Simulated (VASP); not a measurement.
A run of VASP 6.6.1:

INCAR

```
ALGO = Normal ; EDIFF = 1E-7
ENCUT = 520 ; GGA = CA
ISIF = 2 ; ISMEAR = -1
LASPH = True ; LCHARG = False
LREAL = False ; LWAVE = False
NBANDS = 8 ; NELM = 60
PREC = Accurate ; SIGMA = 0.1
```

KPOINTS

```
k-points
0
Gamma
  17 17 17
```

The input POSCAR:

```
P
1.0
    0.0000000000      1.7394089844      1.7394089844
    1.7394089844      0.0000000000      1.7394089844
    1.7394089844      1.7394089844      0.0000000000
P
1
Direct
    0.0000000000      0.0000000000      0.0000000000
```

Potentials or basis: VASP PAW LDA potentials, release 64 (P).

Launch:

```sh
$ cat potpaw_LDA.64/P/POTCAR > POTCAR
$ mpirun -np 1 vasp_std > vasp.out
```

Hardware: 1 thread of Intel(R) Xeon(R) Platinum 8488C (Sapphire Rapids) (shared host).

**Question.** How long does it take, and how much memory?

**Answer.** It took 6.2 s on 1 thread of Intel(R) Xeon(R) Platinum 8488C (Sapphire Rapids) (shared host), peak memory 0.11 GiB. Counts: scf iterations 10, k points 165.
